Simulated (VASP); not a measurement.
# AlRu (Pm-3m) in VASP: further runs

The runs below take AlRu through single point, with PBEsol.

Program: VASP 6.6.1. These are calculated values, not measurements. Logs are shortened: lines on timing, memory, paths and dates and some standing lists are left out, and cuts for length are marked.

### 1 The cell of the first run

The structure is cubic, space group Pm-3m (No. 221). Conventional cell: a = 3.030 Å, b = 3.030 Å, c = 3.030 Å, α = 90.00°, β = 90.00°, γ = 90.00°. Ru (site symmetry m-3m) has 8 Al at 2.62 Å and 6 Ru at 3.03 Å within 3.5 Å. Al (site symmetry m-3m) has 8 Ru at 2.62 Å and 6 Al at 3.03 Å within 3.5 Å.

### 2 Single point, PBEsol

File INCAR:

```
  PREC = Accurate
  ENCUT = 520
  EDIFF = 1E-7
  ISMEAR = 1
  SIGMA = 0.1055
  LREAL = False
  LASPH = True
  NELM = 80
  ALGO = Normal
  ISIF = 2
  LWAVE = False
  LCHARG = False
  GGA = PS
  NBANDS = 16
```

File KPOINTS:

```
regular mesh
0
Gamma
  6 6 6
```

File POSCAR:

```
AlRu
1.0
    3.0300820000      0.0000000000      0.0000000000
    0.0000000000      3.0300820000      0.0000000000
    0.0000000000      0.0000000000      3.0300820000
Ru Al
1 1
Direct
    0.5000000000      0.5000000000      0.5000000000
    0.0000000000      0.0000000000      0.0000000000
```

Potentials or basis: VASP PAW PBE potentials, release 64 (Ru_pv, Al).

On the command line:

```bash
$ cat potpaw_PBE.64/Ru_pv/POTCAR potpaw_PBE.64/Al/POTCAR > POTCAR
$ mpirun -np 1 vasp_std > vasp.out
```

OUTCAR:

```text
PREC = Accurate
   ENCUT = 520
   EDIFF = 1E-7
   ISMEAR = 1
   LREAL = False
   LASPH = True
   NELM = 80
   ISIF = 2
   GGA = PS

 ion  position               nearest neighbor table
   1  0.500  0.500  0.500-   2 2.62   2 2.62   2 2.62   2 2.62   2 2.62   2 2.62   2 2.62   2 2.62

   2  0.000  0.000  0.000-   1 2.62   1 2.62   1 2.62   1 2.62   1 2.62   1 2.62   1 2.62   1 2.62

  LATTYP: Found a simple cubic cell.
 ALAT       =     3.0300820000

  Lattice vectors:

 A1 = (   3.0300820000,   0.0000000000,   0.0000000000)
 A2 = (   0.0000000000,   3.0300820000,   0.0000000000)
 A3 = (   0.0000000000,   0.0000000000,   3.0300820000)

Analysis of symmetry for initial positions (statically):
=====================================================================
 Subroutine PRICEL returns:
 Original cell was already a primitive cell.

 Routine SETGRP: Setting up the symmetry group for a
 simple cubic supercell.

 Subroutine GETGRP returns: Found 48 space group operations
 (whereof 48 operations were pure point group operations)
 out of a pool of 48 trial point group operations.

The static configuration has the point symmetry O_h .

Analysis of symmetry for dynamics (positions and initial velocities):
=====================================================================
 Subroutine PRICEL returns:
 Original cell was already a primitive cell.

 Routine SETGRP: Setting up the symmetry group for a
 simple cubic supercell.

 Subroutine GETGRP returns: Found 48 space group operations
 (whereof 48 operations were pure point group operations)
 out of a pool of 48 trial point group operations.

The dynamic configuration has the point symmetry O_h .

 Subroutine INISYM returns: Found 48 space group operations
 (whereof 48 operations are pure point group operations),
 and found     1 'primitive' translations

----------------------------------------------------------------------------------------

                                     Primitive cell

  volume of cell :      27.8204

  direct lattice vectors                    reciprocal lattice vectors
     3.030082000  0.000000000  0.000000000     0.330024072  0.000000000  0.000000000
     0.000000000  3.030082000  0.000000000     0.000000000  0.330024072  0.000000000
     0.000000000  0.000000000  3.030082000     0.000000000  0.000000000  0.330024072

  length of vectors
     3.030082000  3.030082000  3.030082000     0.330024072  0.330024072  0.330024072

[... 74 lines left out ...]
   NELM   =     80;   NELMIN=  2; NELMDL= -5     # of ELM steps
   EDIFF  = 0.1E-06   stopping-criterion for ELM
   LREAL  =      F    real-space projection
   EDIFFG = 0.1E-05   stopping-criterion for IOM
   NSW    =      0    number of steps for IOM
   IBRION =     -1    ionic relax: 0-MD 1-quasi-New 2-CG
   NFREE  =      0    steps in history (QN), initial steepest desc. (CG)
   ISIF   =      2    stress and relaxation
   ISYM   =      2    0-nonsym 1-usesym 2-fastsym
   POTIM  = 0.5000    time-step for ionic-motion
   TEBEG  =    0.0;   TEEND  =   0.0 temperature during run
   PSTRESS=    0.0 pullay stress
   NELECT =      17.0000    total number of electrons
   NUPDOWN=      -1.0000    fix difference up-down
   EMIN   =  10.00;   EMAX   =-10.00  energy-range for DOS
   EFERMI =   0.00;   METHOD = LEGACY
   ISMEAR =     1;   SIGMA  =   0.11  broadening in eV -4-tet -1-fermi 0-gaus
   EFERMI_NEDOS =   21; number of points for ismear=-14 and -15
   IALGO  =     38    algorithm
   IMIX   =      4    mixing-type and parameters
     AMIX     =   0.40;   BMIX     =  1.00
     AMIX_MAG =   1.60;   BMIX_MAG =  1.00
  volume/ion in A,a.u.               =      13.91        93.87
  Fermi-wavevector in a.u.,A,eV,Ry     =   1.389217  2.625239 26.258208  1.929924
  Thomas-Fermi vector in A             =   2.513269
   LORBIT       =      0    0 simple, 1 ext, 2 COOP (PROOUT), +10 PAW based schemes
   GGA     = PS    functional components
   LHFCALC =     F    Hartree Fock is set to
   AEXX    =    0.0000 exact exchange contribution
   IVDW    =     0    specifies the selected vdW correction
   LEPSILON=     F    determine dielectric tensor
   LRPA    =     F    only Hartree local field effects (RPA)
 non-spin polarized calculation
 Methfessel and Paxton  Order N= 1 SIGMA  =   0.11
  energy-cutoff  :      520.00
  volume of cell :       27.82
 maximum number of plane-waves:       768
 NGX is ok and might be reduce to    24
   NGX = 11   NGY = 11   NGZ = 11

 number of electron      17.0000001 magnetization

 Free energy of the ion-electron system (eV)
  ---------------------------------------------------
  ext. energy  EPLUGINS =         0.00000000
  ---------------------------------------------------
  free energy    TOTEN  =       -15.46957412 eV

  energy without entropy =      -15.46631187  energy(sigma->0) =      -15.46848670

 E-fermi :   9.9356     XC(G=0): -12.4934

 val. band max:        9.8830396935   @ k =   0.1667   0.1667   0.0000
 cond. band min:       9.9422130113   @ k =   0.3333   0.1667   0.0000
 fundamental gap:      0.0591733178
 Fermi energy:         9.9356471965

 k-point     1 :       0.0000    0.0000    0.0000
  band No.  band energies     occupation
      1     -31.6558      2.00000
      2     -31.6558      2.00000
      3     -31.6558      2.00000
      4       0.6046      2.00000
      5       6.6857      2.00000
      6       6.6857      2.00000
[... 357 lines left out ...]
      3     -31.7950      2.00000
      4       5.6367      2.00000
      5       5.6367      2.00000
      6       5.6367      2.00000
[... 8 lines left out ...]
     15      18.2705      0.00000
     16      21.3287      0.00000

------------------------ aborting loop because EDIFF is reached ----------------------------------------

  FORCE on cell =-STRESS in cart. coord.  units (eV):
  Direction    XX          YY          ZZ          XY          YZ          ZX
  --------------------------------------------------------------------------------------
  -------------------------------------------------------------------------------------
  Total       -1.8390737     -1.8390737     -1.8390737      0.0000000     -0.0000000      0.0000000
  in kB     -105.9123441   -105.9123441   -105.9123441      0.0000000     -0.0000000      0.0000000
  external PRESSURE =    -105.9123441 kB  Pullay stress =       0.0000000 kB

 VOLUME and BASIS-vectors are now :
 -----------------------------------------------------------------------------
  energy-cutoff  :      520.00
  volume of cell :       27.82
      direct lattice vectors                 reciprocal lattice vectors
     3.030082000  0.000000000  0.000000000     0.330024072  0.000000000  0.000000000
     0.000000000  3.030082000  0.000000000     0.000000000  0.330024072  0.000000000
     0.000000000  0.000000000  3.030082000     0.000000000  0.000000000  0.330024072

 POSITION                                       TOTAL-FORCE (eV/Angst)
 -----------------------------------------------------------------------------------
      1.51504      1.51504      1.51504         0.000000      0.000000      0.000000
      0.00000      0.00000      0.00000         0.000000      0.000000      0.000000
 -----------------------------------------------------------------------------------
    total drift:                                0.000000     -0.000000     -0.000000

  FREE ENERGIE OF THE ION-ELECTRON SYSTEM (eV)
  ---------------------------------------------------
  free  energy   TOTEN  =       -15.4695741171 eV

  energy  without entropy=      -15.4663118688  energy(sigma->0) =      -15.46848670
```

stdout:

```text
POSCAR found type information on POSCAR RuAl
 POSCAR found :  2 types and       2 ions
 scaLAPACK will be used
 -----------------------------------------------------------------------------
|                                                                             |
|                                                                             |
|     You enforced a specific xc type in the INCAR file but a different       |
|     I HOPE YOU KNOW WHAT YOU ARE DOING!                                     |
|                                                                             |
 -----------------------------------------------------------------------------

 LDA part: xc-table for (Slater+PW92), standard interpolation
 POSCAR, INCAR and KPOINTS ok, starting setup
 FFT: planning ... GRIDC
 FFT: planning ... GRID_SOFT
 FFT: planning ... GRID
 WAVECAR not read
 entering main loop
```

Run time: 9.2 s. Hardware: 1 thread of Intel Xeon 8259CL, shared host; peak memory 0.14 GiB.

What came out:

```yaml
Free_energy: -15.4696 eV
Pressure: -10.6 GPa
```

Levels at points of the mesh, in eV from the Fermi level:
| k point | band 5 | band 6 | band 7 | band 8 | band 9 | band 10 | band 11 | band 12 |
| --- | --- | --- | --- | --- | --- | --- | --- | --- |
| (0.00, 0.00, 0.00) | -3.25 | -3.25 | 0.29 | 0.29 | 0.29 | 6.01 | 6.01 | 6.01 |
| (0.50, 0.00, 0.00) | -5.28 | -2.49 | -1.41 | -1.41 | 0.52 | 2.27 | 7.60 | 10.93 |
| (0.50, 0.50, 0.00) | -2.80 | -1.21 | -1.21 | -0.98 | -0.98 | 1.57 | 5.15 | 6.00 |
| (0.50, 0.50, 0.50) | -4.30 | -4.30 | 1.65 | 1.65 | 2.49 | 4.15 | 4.15 | 4.15 |

Caveat: the PAW data sets were made with another functional, which shifts forces and pressure a little.

### 3 Single point, PBEsol

File INCAR:

```
SYSTEM = AlRu
PREC = Accurate
ENCUT = 520
EDIFF = 1E-6
ISMEAR = 1
SIGMA = 0.1055
LREAL = .False.
LASPH = .True.
NELM = 100
ALGO = Normal
ISIF = 2
LWAVE = .False.
LCHARG = .False.
GGA = PS
NBANDS = 16
```

File KPOINTS:

```
regular mesh
0
Gamma
  6 6 6
  0 0 0
```

POSCAR is that of step 2.

Potentials or basis: VASP PAW PBE potentials, release 64 (Ru_pv, Al).

On the command line:

```bash
$ cat potpaw_PBE.64/Ru_pv/POTCAR potpaw_PBE.64/Al/POTCAR > POTCAR
$ mpirun -np 1 vasp_std > vasp.out
```

Run time: 8.4 s. Hardware: 1 thread of Intel Xeon 8259CL, shared host; peak memory 0.14 GiB.

It converged, with:

| Property | Result |
| --- | --- |
| Free energy | -15.4696 eV |
| Pressure | -10.6 GPa |

Levels at points of the mesh, in eV from the Fermi level:
| k point | band 6 | band 7 | band 8 | band 9 | band 10 | band 11 |
| --- | --- | --- | --- | --- | --- | --- |
| (0.00, 0.00, 0.00) | -3.25 | 0.29 | 0.29 | 0.29 | 6.01 | 6.01 |
| (0.50, 0.00, 0.00) | -2.49 | -1.41 | -1.41 | 0.52 | 2.27 | 7.60 |
| (0.50, 0.50, 0.00) | -1.21 | -1.21 | -0.98 | -0.98 | 1.57 | 5.15 |
| (0.50, 0.50, 0.50) | -4.30 | 1.65 | 1.65 | 2.49 | 4.15 | 4.15 |

Caveat: the PAW data sets were made with another functional, which shifts forces and pressure a little.
